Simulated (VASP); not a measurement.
Wanted: the native input for a VASP 6.6.1 run.

* Task: single point
* Functional: PBE
* Dispersion: D3(BJ)
* Potentials or basis: VASP PAW PBE potentials, release 64 (Al, As)
* Cutoff: 500 eV
* k mesh: 8 × 8 × 8
* Occupations: gaussian, width 0.05 eV
* Spin: no spin polarisation
* Dipole correction: no
* Further INCAR settings: ALGO = Normal; EDIFF = 1e-06; NBANDS = 11

The structure of AlAs lies in POSCAR:

```
AlAs
1.0
    0.0000000000      2.8714648589      2.8714648589
    2.8714648589      0.0000000000      2.8714648589
    2.8714648589      2.8714648589      0.0000000000
Al As
1 1
Direct
    0.0000000000      0.0000000000      0.0000000000
    0.7500000000      0.7500000000      0.7500000000
```

These files were run (other wordings do the same):

INCAR

```
SYSTEM = AlAs
ALGO = Normal
EDIFF = 1E-6
ENCUT = 500
GGA = PE
GGA_COMPAT = .FALSE.
ISIF = 2
ISMEAR = 0
IVDW = 12
LASPH = .TRUE.
LCHARG = .TRUE.
LELF = .TRUE.
LREAL = .FALSE.
LVHAR = .TRUE.
LWAVE = .FALSE.
NBANDS = 11
NELM = 120
PREC = Accurate
SIGMA = 0.05
```

KPOINTS

```
k-points
0
G
  8 8 8
  0 0 0
```

Potentials or basis: VASP PAW PBE potentials, release 64 (Al, As).

The run is started by

```console
$ cat potpaw_PBE.64/Al/POTCAR potpaw_PBE.64/As/POTCAR > POTCAR
$ mpirun -np 1 vasp_std > vasp.out
```

It gave:

The pressure is -2.6 GPa and the band gap on the k mesh is 1.51 eV (least direct gap 1.72 eV). The dispersion energy per atom is -0.303 eV.

Caveat: three body term missing.

Run time: 16 s on 1 thread of Intel(R) Xeon(R) 6975P-C (Granite Rapids), with other jobs on the host, peak memory 0.18 GiB.
